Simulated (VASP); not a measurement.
# Sb (P6/mmm) in VASP: further runs

Sb is run at these levels: RPBE; tasks: single point.

Everything below comes from runs of VASP 6.6.1. Logs are shortened: lines on timing, memory, paths and dates and some standing lists are left out, and cuts for length are marked.

### Step 1. The cell of the first run

Symmetry: P6/mmm, No. 191, hexagonal system. The conventional cell has a = 5.475 Å, b = 5.475 Å, c = 3.265 Å, α = 90.00°, β = 90.00°, γ = 120.00°. Within 4.3 Å of Sb (site symmetry 6/mmm) lie 14 Sb at 3.27 to 3.56 Å. Sb (site symmetry -6m2) has 11 Sb at 3.16 to 3.56 Å within 4.2 Å.

This isn't the form of Sb at room conditions, which is rhombohedral.

### Step 2. Single point, RPBE (28.26 Å³/atom)

File INCAR:

```
PREC = Accurate
ENCUT = 520
EDIFF = 1E-7
ISMEAR = -1
SIGMA = 0.1
LREAL = F
LASPH = T
NELM = 100
ALGO = Normal
ISIF = 2
LWAVE = F
LCHARG = F
GGA = RP
NBANDS = 14
```

File KPOINTS:

```
regular mesh
0
Gamma
  8 8 11
```

File POSCAR:

```
Sb
1.0
    5.4754305394      0.0000000000      0.0000000000
   -2.7377152697      4.7418619438      0.0000000000
    0.0000000000      0.0000000000      3.2651286926
Sb
3
Direct
    0.0000000000      0.0000000000      0.0000000000
    0.3333333333      0.6666666667      0.5000000000
    0.6666666667      0.3333333333      0.5000000000
```

Potentials or basis: VASP PAW PBE potentials, release 64 (Sb).

Started as:

```
$ cat potpaw_PBE.64/Sb/POTCAR > POTCAR
$ mpirun -np 1 vasp_std > vasp.out
```

OUTCAR:

```text
PREC = Accurate
   ENCUT = 520
   EDIFF = 1E-7
   ISMEAR = -1
   LREAL = F
   LASPH = T
   NELM = 100
   ISIF = 2
   GGA = RP

 ion  position               nearest neighbor table
   1  0.000  0.000  0.000-   2 3.56   3 3.56   2 3.56   3 3.56   3 3.56   3 3.56   2 3.56   2 3.56
                             3 3.56   3 3.56   2 3.56   2 3.56
   2  0.333  0.667  0.500-   3 3.16   3 3.16   3 3.16   1 3.56   1 3.56   1 3.56   1 3.56   1 3.56
                             1 3.56
   3  0.667  0.333  0.500-   2 3.16   2 3.16   2 3.16   1 3.56   1 3.56   1 3.56   1 3.56   1 3.56
                             1 3.56

  LATTYP: Found a hexagonal cell.
 ALAT       =     5.4754305394
 C/A-ratio  =     0.5963236442

  Lattice vectors:

 A1 = (   5.4754305394,   0.0000000000,   0.0000000000)
 A2 = (  -2.7377152697,   4.7418619438,   0.0000000000)
 A3 = (   0.0000000000,   0.0000000000,   3.2651286926)

Analysis of symmetry for initial positions (statically):
=====================================================================
 Subroutine PRICEL returns:
 Original cell was already a primitive cell.

 Routine SETGRP: Setting up the symmetry group for a
 hexagonal supercell.

 Subroutine GETGRP returns: Found 24 space group operations
 (whereof 24 operations were pure point group operations)
 out of a pool of 24 trial point group operations.

The static configuration has the point symmetry D_6h.

Analysis of symmetry for dynamics (positions and initial velocities):
=====================================================================
 Subroutine PRICEL returns:
 Original cell was already a primitive cell.

 Routine SETGRP: Setting up the symmetry group for a
 hexagonal supercell.

 Subroutine GETGRP returns: Found 24 space group operations
 (whereof 24 operations were pure point group operations)
 out of a pool of 24 trial point group operations.

The dynamic configuration has the point symmetry D_6h.

 Subroutine INISYM returns: Found 24 space group operations
 (whereof 24 operations are pure point group operations),
 and found     1 'primitive' translations

----------------------------------------------------------------------------------------

                                     Primitive cell

  volume of cell :      84.7749

  direct lattice vectors                    reciprocal lattice vectors
     5.475430539  0.000000000  0.000000000     0.182634040  0.105443812  0.000000000
    -2.737715270  4.741861944  0.000000000     0.000000000  0.210887624  0.000000000
     0.000000000  0.000000000  3.265128693     0.000000000  0.000000000  0.306266642

  length of vectors
     5.475430539  5.475430539  3.265128693     0.210887624  0.210887624  0.306266642

  position of ions in fractional coordinates (direct lattice)
     0.000000000  0.000000000  0.000000000
     0.333333333  0.666666667  0.500000000
     0.666666667  0.333333333  0.500000000

  ion indices of the primitive-cell ions
   primitive index   ion index
                 1           1
                 2           2
                 3           3

----------------------------------------------------------------------------------------

 KPOINTS: regular mesh

Automatic generation of k-mesh.
 Grid dimensions read from file:
 generate k-points for:    8    8   11

 Generating k-lattice:

  Cartesian coordinates                     Fractional coordinates (reciprocal lattice)
     0.022829255  0.013180477  0.000000000     0.125000000  0.000000000  0.000000000
     0.000000000  0.026360953  0.000000000     0.000000000  0.125000000  0.000000000
     0.000000000  0.000000000  0.027842422     0.000000000  0.000000000  0.090909091

  Length of vectors
     0.026360953  0.026360953  0.027842422

  Shift w.r.t. Gamma in fractional coordinates (k-lattice)
     0.000000000  0.000000000  0.000000000

 Subroutine IBZKPT returns following result:
 ===========================================

 Found     60 irreducible k-points:

 Following reciprocal coordinates:
            Coordinates               Weight
  0.000000  0.000000  0.000000      1.000000
  0.125000  0.000000  0.000000      6.000000
  0.250000  0.000000  0.000000      6.000000
  0.375000  0.000000  0.000000      6.000000
  0.500000  0.000000  0.000000      3.000000
  0.125000  0.125000  0.000000      6.000000
[... 16 lines left out ...]
  0.250000  0.000000  0.181818     12.000000
  0.375000  0.000000  0.181818     12.000000
 [... further k-points ...]
   k-points           NKPTS =     60   k-points in BZ     NKDIM =     60   number of bands    NBANDS=     14
   number of dos      NEDOS =    301   number of ions     NIONS =      3
   total plane-waves  NPLWV =  42336
   dimension x,y,z NGX =    42 NGY =   42 NGZ =   24
   dimension x,y,z NGXF=    84 NGYF=   84 NGZF=   48
   ions per type =               3
   NGX,Y,Z   is equivalent  to a cutoff of  12.75, 12.75, 12.22 a.u.
   NGXF,Y,Z  is equivalent  to a cutoff of  25.50, 25.50, 24.44 a.u.
 SYSTEM =  unknown system
   PREC   = accura    normal or accurate (medium, high low for compatibility)
   ISTART =      0    job   : 0-new  1-cont  2-samecut
   ICHARG =      2    charge: 1-file 2-atom 10-const
   ISPIN  =      1    spin polarized calculation?
   LNONCOLLINEAR =      F non collinear calculations
   LSORBIT =      F    spin-orbit coupling
   LASPH  =      T    aspherical Exc in radial PAW
   ENCUT  =  520.0 eV  38.22 Ry    6.18 a.u.  10.18 10.18  6.07*2*pi/ulx,y,z
   NELM   =    100;   NELMIN=  2; NELMDL= -5     # of ELM steps
   EDIFF  = 0.1E-06   stopping-criterion for ELM
   LREAL  =      F    real-space projection
   EDIFFG = 0.1E-05   stopping-criterion for IOM
   NSW    =      0    number of steps for IOM
   IBRION =     -1    ionic relax: 0-MD 1-quasi-New 2-CG
   NFREE  =      0    steps in history (QN), initial steepest desc. (CG)
   ISIF   =      2    stress and relaxation
   ISYM   =      2    0-nonsym 1-usesym 2-fastsym
   POTIM  = 0.5000    time-step for ionic-motion
   TEBEG  =    0.0;   TEEND  =   0.0 temperature during run
   PSTRESS=    0.0 pullay stress
   NELECT =      15.0000    total number of electrons
   NUPDOWN=      -1.0000    fix difference up-down
   EMIN   =  10.00;   EMAX   =-10.00  energy-range for DOS
   EFERMI =   0.00;   METHOD = LEGACY
   ISMEAR =    -1;   SIGMA  =   0.10  broadening in eV -4-tet -1-fermi 0-gaus
   EFERMI_NEDOS =   21; number of points for ismear=-14 and -15
   IALGO  =     38    algorithm
   IMIX   =      4    mixing-type and parameters
     AMIX     =   0.40;   BMIX     =  1.00
     AMIX_MAG =   1.60;   BMIX_MAG =  1.00
  volume/ion in A,a.u.               =      28.26       190.70
  Fermi-wavevector in a.u.,A,eV,Ry     =   0.919072  1.736794 11.492745  0.844693
  Thomas-Fermi vector in A             =   2.044225
   LORBIT       =      0    0 simple, 1 ext, 2 COOP (PROOUT), +10 PAW based schemes
   GGA     = RP    functional components
   LHFCALC =     F    Hartree Fock is set to
   AEXX    =    0.0000 exact exchange contribution
   IVDW    =     0    specifies the selected vdW correction
   LEPSILON=     F    determine dielectric tensor
   LRPA    =     F    only Hartree local field effects (RPA)
 non-spin polarized calculation
  energy-cutoff  :      520.00
  volume of cell :       84.77
 maximum number of plane-waves:      2304
 NGX is ok and might be reduce to    42
   NGX = 21   NGY = 21   NGZ = 13

 number of electron      15.0000000 magnetization

 Free energy of the ion-electron system (eV)
  ---------------------------------------------------
  ext. energy  EPLUGINS =         0.00000000
  ---------------------------------------------------
  free energy    TOTEN  =       -10.56163118 eV

  energy without entropy =      -10.49992342  energy(sigma->0) =      -10.53077730

 E-fermi :   7.9013     XC(G=0):  -9.9679

 val. band max:        7.8656321831   @ k =   0.3750   0.0000   0.3636
 cond. band min:       7.9714278995   @ k =   0.1250   0.1250   0.3636
 fundamental gap:      0.1057957164
 Fermi energy:         7.9012920641

 k-point     1 :       0.0000    0.0000    0.0000
  band No.  band energies     occupation
      1      -4.5714      2.00000
      2      -0.2645      2.00000
      3      -0.0580      2.00000
      4       4.1677      2.00000
      5       4.1677      2.00000
      6       4.4433      2.00000
      7       4.4433      2.00000
      8       9.5463      0.00000
      9      13.0020      0.00000
     10      13.0020      0.00000
     11      13.3758      0.00000
     12      13.3969      0.00000
     13      13.4246      0.00000
     14      18.0783      0.00000

 k-point     2 :       0.1250    0.0000    0.0000
  band No.  band energies     occupation
      1      -4.4693      2.00000
      2      -0.4832      2.00000
      3      -0.2942      2.00000
      4       3.5393      2.00000
      5       3.9296      2.00000
      6       5.2690      2.00000
      7       5.5309      2.00000
      8       9.6516      0.00000
      9      12.1706      0.00000
     10      12.7125      0.00000
     11      13.1914      0.00000
     12      13.2553      0.00000
     13      13.5238      0.00000
     14      17.4896      0.00000

 k-point     3 :       0.2500    0.0000    0.0000
  band No.  band energies     occupation
      1      -4.1642      2.00000
      2      -1.2157      2.00000
      3      -0.6153      2.00000
      4       2.9980      2.00000
      5       4.4703      2.00000
      6       6.3965      2.00000
      7       7.1937      1.99831
      8       9.9625      0.00000
      9      10.4964      0.00000
     10      11.8363      0.00000
     11      12.6314      0.00000
     12      13.0051      0.00000
     13      13.8020      0.00000
     14      16.3443      0.00000
[... 324 lines left out ...]
 k-point    23 :       0.2500    0.0000    0.1818
  band No.  band energies     occupation
      1      -3.7188      2.00000
      2      -0.8217      2.00000
      3      -0.2426      2.00000
      4       3.4489      2.00000
      5       4.7841      2.00000
      6       6.7697      1.99998
      7       6.7760      1.99997
      8       7.8156      1.40390
      9       9.3440      0.00000
     10      10.0822      0.00000
     11      11.1118      0.00000
     12      11.5276      0.00000
     13      14.8546      0.00000
     14      15.5120      0.00000

 k-point    24 :       0.3750    0.0000    0.1818
  band No.  band energies     occupation
      1      -3.2210      2.00000
      2      -1.7043      2.00000
      3      -0.4514      2.00000
      4       3.1259      2.00000
      5       5.7179      2.00000
      6       7.4638      1.97514
      7       7.9749      0.64786
      8       8.0680      0.31759
      9       9.4575      0.00000
     10       9.8172      0.00000
     11      10.0438      0.00000
     12      10.5943      0.00000
     13      14.1838      0.00000
     14      15.4886      0.00000

 [... further k-points ...]
[... 5 lines left out ...]
  --------------------------------------------------------------------------------------
  -------------------------------------------------------------------------------------
  Total        0.1013040      0.1013040     -0.7367054     -0.0000000     -0.0000000      0.0000000
  in kB        1.9145634      1.9145634    -13.9231327     -0.0000000     -0.0000000      0.0000000
  external PRESSURE =      -3.3646686 kB  Pullay stress =       0.0000000 kB

 VOLUME and BASIS-vectors are now :
 -----------------------------------------------------------------------------
  energy-cutoff  :      520.00
  volume of cell :       84.77
      direct lattice vectors                 reciprocal lattice vectors
     5.475430539  0.000000000  0.000000000     0.182634040  0.105443812  0.000000000
    -2.737715270  4.741861944  0.000000000     0.000000000  0.210887624  0.000000000
     0.000000000  0.000000000  3.265128693     0.000000000  0.000000000  0.306266642

 POSITION                                       TOTAL-FORCE (eV/Angst)
 -----------------------------------------------------------------------------------
      0.00000      0.00000      0.00000         0.000000      0.000000      0.000000
     -0.00000      3.16124      1.63256         0.000000     -0.000000      0.000000
      2.73772      1.58062      1.63256        -0.000000      0.000000     -0.000000
 -----------------------------------------------------------------------------------
    total drift:                               -0.000000      0.000000     -0.000000

  FREE ENERGIE OF THE ION-ELECTRON SYSTEM (eV)
  ---------------------------------------------------
  free  energy   TOTEN  =       -10.5616311807 eV

  energy  without entropy=      -10.4999234154  energy(sigma->0) =      -10.53077730
```

It took 25 s on 1 thread of Intel Xeon 6975P-C (Granite Rapids), shared host; peak memory 0.22 GiB.

Results:

- Free energy: -10.5616 eV
- Pressure: -0.3 GPa
- Band gap on the k mesh: zero (an odd number of electrons rules out a gap without spin polarisation)

Stress tensor (GPa, compression positive):
```
 0.19  0.00  0.00
 0.00  0.19  0.00
 0.00  0.00 -1.39
```

Levels at points of the mesh, in eV from the Fermi level:
```
           k point  band 5  band 6  band 7  band 8  band 9  band 10
(0.00, 0.00, 0.00)   -3.73   -3.46   -3.46    1.65    5.10     5.10
(0.50, 0.00, 0.00)   -1.00   -0.77    1.01    1.38    2.06     3.21
```

Caveat: the PAW data sets were made with another functional, which shifts forces and pressure a little; spin-orbit coupling is left out, which moves the levels of the heavy elements.

[end of part 1 of 2]
